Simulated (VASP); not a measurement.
# MgO (P6_3/mmc) in VASP: a series of runs, part 2 of 2

VASP 6.6.1.

### 6 Single point, PBE

This run uses another cell than the first one, of 11.37 Å³/atom, 0.970 times its volume.

Input file INCAR:

```
SYSTEM = MgO
PREC = Accurate ; ENCUT = 520
EDIFF = 1E-7 ; ISMEAR = 0
SIGMA = 0.05 ; LREAL = .False.
LASPH = .True. ; NELM = 80
ALGO = Normal ; ISIF = 2
LWAVE = .False. ; LCHARG = .False.
GGA = PE ; NBANDS = 16
```

Input file KPOINTS:

```
regular mesh
0
Gamma
  9 9 6
  0 0 0
```

Input file POSCAR:

```
MgO
1.0
    3.4509000000      0.0000000000      0.0000000000
   -1.7254500000      2.9885670659      0.0000000000
    0.0000000000      0.0000000000      4.4090000000
Mg O
2 2
Direct
    0.6666666667      0.3333333333      0.7500000000
    0.3333333333      0.6666666667      0.2500000000
    0.6666666667      0.3333333333      0.2500000000
    0.3333333333      0.6666666667      0.7500000000
```

Potentials or basis: VASP PAW PBE potentials, release 64 (Mg, O).

Started as:

```console
> cat potpaw_PBE.64/Mg/POTCAR potpaw_PBE.64/O/POTCAR > POTCAR
> mpirun -np 1 vasp_std > vasp.out
```

OUTCAR:

```text
SYSTEM = MgO
   PREC = Accurate
   ENCUT = 520
   EDIFF = 1E-7
   ISMEAR = 0
   LREAL = .False.
   LASPH = .True.
   NELM = 80
   ISIF = 2
   GGA = PE

 ion  position               nearest neighbor table
   1  0.667  0.333  0.750-   4 1.99   4 1.99   4 1.99   3 2.20   3 2.20   2 2.97   2 2.97   2 2.97
                             2 2.97   2 2.97   2 2.97
   2  0.333  0.667  0.250-   3 1.99   3 1.99   3 1.99   4 2.20   4 2.20   1 2.97   1 2.97   1 2.97
                             1 2.97   1 2.97   1 2.97
   3  0.667  0.333  0.250-   2 1.99   2 1.99   2 1.99   1 2.20   1 2.20
   4  0.333  0.667  0.750-   1 1.99   1 1.99   1 1.99   2 2.20   2 2.20

  LATTYP: Found a hexagonal cell.
 ALAT       =     3.4509000000
 C/A-ratio  =     1.2776377177

  Lattice vectors:

 A1 = (   3.4509000000,   0.0000000000,   0.0000000000)
 A2 = (  -1.7254500000,   2.9885670659,   0.0000000000)
 A3 = (   0.0000000000,   0.0000000000,   4.4090000000)

Analysis of symmetry for initial positions (statically):
=====================================================================
 Subroutine PRICEL returns:
 Original cell was already a primitive cell.

 Routine SETGRP: Setting up the symmetry group for a
 hexagonal supercell.

 Subroutine GETGRP returns: Found 24 space group operations
 (whereof 12 operations were pure point group operations)
 out of a pool of 24 trial point group operations.

The static configuration has the point symmetry D_3d.
 The point group associated with its full space group is D_6h.

Analysis of symmetry for dynamics (positions and initial velocities):
=====================================================================
 Subroutine PRICEL returns:
 Original cell was already a primitive cell.

 Routine SETGRP: Setting up the symmetry group for a
 hexagonal supercell.

 Subroutine GETGRP returns: Found 24 space group operations
 (whereof 12 operations were pure point group operations)
 out of a pool of 24 trial point group operations.

The dynamic configuration has the point symmetry D_3d.
 The point group associated with its full space group is D_6h.

 Subroutine INISYM returns: Found 24 space group operations
 (whereof 12 operations are pure point group operations),
 and found     1 'primitive' translations

----------------------------------------------------------------------------------------

                                     Primitive cell

  volume of cell :      45.4711

  direct lattice vectors                    reciprocal lattice vectors
     3.450900000  0.000000000  0.000000000     0.289779478  0.167304260  0.000000000
    -1.725450000  2.988567066  0.000000000     0.000000000  0.334608519  0.000000000
     0.000000000  0.000000000  4.409000000     0.000000000  0.000000000  0.226808800

  length of vectors
     3.450900000  3.450900000  4.409000000     0.334608519  0.334608519  0.226808800

  position of ions in fractional coordinates (direct lattice)
     0.666666667  0.333333333  0.750000000
     0.333333333  0.666666667  0.250000000
     0.666666667  0.333333333  0.250000000
     0.333333333  0.666666667  0.750000000

  ion indices of the primitive-cell ions
   primitive index   ion index
                 1           1
                 2           2
                 3           3
                 4           4

[... 21 lines left out ...]
 Subroutine IBZKPT returns following result:
 ===========================================

 Found     48 irreducible k-points:

 Following reciprocal coordinates:
            Coordinates               Weight
  0.000000  0.000000  0.000000      1.000000
  0.111111 -0.000000  0.000000      6.000000
  0.222222  0.000000  0.000000      6.000000
  0.333333  0.000000  0.000000      6.000000
  0.444444  0.000000  0.000000      6.000000
  0.111111  0.111111  0.000000      6.000000
[... 16 lines left out ...]
  0.333333  0.222222  0.166667     24.000000
  0.333333  0.333333  0.166667      4.000000
 [... further k-points ...]
   k-points           NKPTS =     48   k-points in BZ     NKDIM =     48   number of bands    NBANDS=     16
   number of dos      NEDOS =    301   number of ions     NIONS =      4
   total plane-waves  NPLWV =  28224
   dimension x,y,z NGX =    28 NGY =   28 NGZ =   36
   dimension x,y,z NGXF=    56 NGYF=   56 NGZF=   72
   ions per type =               2   2
   NGX,Y,Z   is equivalent  to a cutoff of  13.49, 13.49, 13.57 a.u.
   NGXF,Y,Z  is equivalent  to a cutoff of  26.98, 26.98, 27.15 a.u.
 SYSTEM =  MgO
   PREC   = accura    normal or accurate (medium, high low for compatibility)
   ISTART =      0    job   : 0-new  1-cont  2-samecut
   ICHARG =      2    charge: 1-file 2-atom 10-const
   ISPIN  =      1    spin polarized calculation?
   LNONCOLLINEAR =      F non collinear calculations
   LSORBIT =      F    spin-orbit coupling
   LASPH  =      T    aspherical Exc in radial PAW
   ENCUT  =  520.0 eV  38.22 Ry    6.18 a.u.   6.42  6.42  8.20*2*pi/ulx,y,z
   NELM   =     80;   NELMIN=  2; NELMDL= -5     # of ELM steps
   EDIFF  = 0.1E-06   stopping-criterion for ELM
   LREAL  =      F    real-space projection
   EDIFFG = 0.1E-05   stopping-criterion for IOM
   NSW    =      0    number of steps for IOM
   IBRION =     -1    ionic relax: 0-MD 1-quasi-New 2-CG
   NFREE  =      0    steps in history (QN), initial steepest desc. (CG)
   ISIF   =      2    stress and relaxation
   ISYM   =      2    0-nonsym 1-usesym 2-fastsym
   POTIM  = 0.5000    time-step for ionic-motion
   TEBEG  =    0.0;   TEEND  =   0.0 temperature during run
   PSTRESS=    0.0 pullay stress
   NELECT =      16.0000    total number of electrons
   NUPDOWN=      -1.0000    fix difference up-down
   EMIN   =  10.00;   EMAX   =-10.00  energy-range for DOS
   EFERMI =   0.00;   METHOD = LEGACY
   ISMEAR =     0;   SIGMA  =   0.05  broadening in eV -4-tet -1-fermi 0-gaus
   EFERMI_NEDOS =   21; number of points for ismear=-14 and -15
   IALGO  =     38    algorithm
   IMIX   =      4    mixing-type and parameters
     AMIX     =   0.40;   BMIX     =  1.00
     AMIX_MAG =   1.60;   BMIX_MAG =  1.00
  volume/ion in A,a.u.               =      11.37        76.71
  Fermi-wavevector in a.u.,A,eV,Ry     =   1.155765  2.184080 18.174574  1.335794
  Thomas-Fermi vector in A             =   2.292391
   LORBIT       =      0    0 simple, 1 ext, 2 COOP (PROOUT), +10 PAW based schemes
   GGA     = PE    functional components
   LHFCALC =     F    Hartree Fock is set to
   AEXX    =    0.0000 exact exchange contribution
   IVDW    =     0    specifies the selected vdW correction
   LEPSILON=     F    determine dielectric tensor
   LRPA    =     F    only Hartree local field effects (RPA)
 non-spin polarized calculation
 Gauss-broadening in eV      SIGMA  =   0.05
  energy-cutoff  :      520.00
  volume of cell :       45.47
 maximum number of plane-waves:      1249
 NGX is ok and might be reduce to    28
   NGX = 13   NGY = 13   NGZ = 17

 number of electron      15.9999998 magnetization

 Free energy of the ion-electron system (eV)
  ---------------------------------------------------
  ext. energy  EPLUGINS =         0.00000000
  ---------------------------------------------------
  free energy    TOTEN  =       -23.62553540 eV

  energy without entropy =      -23.62553540  energy(sigma->0) =      -23.62553540

 E-fermi :   2.1879     XC(G=0):  -9.9401

 val. band max:        1.8829792384   @ k =   0.0000   0.0000   0.0000
 cond. band min:       5.0701372698   @ k =   0.0000   0.0000   0.0000
 fundamental gap:      3.1871580313
 Fermi energy:         2.1878894569

 k-point     1 :       0.0000    0.0000    0.0000
  band No.  band energies     occupation
      1     -14.9780      2.00000
      2     -13.7716      2.00000
      3      -1.8219      2.00000
      4       0.2225      2.00000
      5       0.2225      2.00000
      6       0.9686      2.00000
[... 433 lines left out ...]
      3      -1.5361      2.00000
      4      -0.9126      2.00000
      5      -0.9126      2.00000
      6       0.4838      2.00000
[... 8 lines left out ...]
     15      15.2991      0.00000
     16      18.2041      0.00000

 [... further k-points ...]
[... 5 lines left out ...]
  --------------------------------------------------------------------------------------
  -------------------------------------------------------------------------------------
  Total        0.8580043      0.8580043     -1.5377090      0.0000000      0.0000000      0.0000000
  in kB       30.2318383     30.2318383    -54.1812781      0.0000000      0.0000000      0.0000000
  external PRESSURE =       2.0941328 kB  Pullay stress =       0.0000000 kB

 VOLUME and BASIS-vectors are now :
 -----------------------------------------------------------------------------
  energy-cutoff  :      520.00
  volume of cell :       45.47
      direct lattice vectors                 reciprocal lattice vectors
     3.450900000  0.000000000  0.000000000     0.289779478  0.167304260  0.000000000
    -1.725450000  2.988567066  0.000000000     0.000000000  0.334608519  0.000000000
     0.000000000  0.000000000  4.409000000     0.000000000  0.000000000  0.226808800

 POSITION                                       TOTAL-FORCE (eV/Angst)
 -----------------------------------------------------------------------------------
      1.72545      0.99619      3.30675        -0.000000      0.000000      0.000000
     -0.00000      1.99238      1.10225         0.000000     -0.000000      0.000000
      1.72545      0.99619      1.10225        -0.000000      0.000000      0.000000
     -0.00000      1.99238      3.30675         0.000000     -0.000000      0.000000
 -----------------------------------------------------------------------------------
    total drift:                               -0.000000      0.000000     -0.000000

  FREE ENERGIE OF THE ION-ELECTRON SYSTEM (eV)
  ---------------------------------------------------
  free  energy   TOTEN  =       -23.6255353986 eV

  energy  without entropy=      -23.6255353986  energy(sigma->0) =      -23.62553540
```

stdout:

```text
POSCAR found type information on POSCAR MgO
 POSCAR found :  2 types and       4 ions
 scaLAPACK will be used
 LDA part: xc-table for (Slater+PW92), standard interpolation
 POSCAR, INCAR and KPOINTS ok, starting setup
 FFT: planning ... GRIDC
 FFT: planning ... GRID_SOFT
 FFT: planning ... GRID
 WAVECAR not read
 entering main loop
```

Wall time 46 s (1 thread of Intel Xeon 8259CL, shared host); peak memory 0.19 GiB.

What came out:

- Free energy: -23.6255 eV
- Pressure: 0.2 GPa
- Band gap on the k mesh: 3.19 eV, direct

### 7 The runs side by side

| cell | gap on the mesh (eV) | pressure (GPa) |
| --- | --- | --- |
| a = 3.592, b = 3.592, c = 4.197 Å, angles 90.0, 90.0, 120.0°, 4 atoms | 3.16 | -3.7 |
| a = 3.662, b = 3.662, c = 4.070 Å, angles 90.0, 90.0, 120.0°, 4 atoms | 3.21 | -3.0 |
| a = 3.521, b = 3.521, c = 4.409 Å, angles 90.0, 90.0, 120.0°, 4 atoms | 3.00 | -4.9 |
| a = 3.592, b = 3.592, c = 4.239 Å, angles 90.0, 90.0, 120.0°, 4 atoms | 3.09 | -4.9 |
| a = 3.451, b = 3.451, c = 4.409 Å, angles 90.0, 90.0, 120.0°, 4 atoms | 3.19 | 0.2 |

Alike in all rows: task single point; level PBE; potentials or basis VASP PAW PBE potentials, release 64 (Mg, O); no spin polarisation; k mesh 9 × 9 × 6; cutoff (eV) 520; smearing gaussian 0.05 eV.

Absolute energies hang on the potentials; compare differences alone.
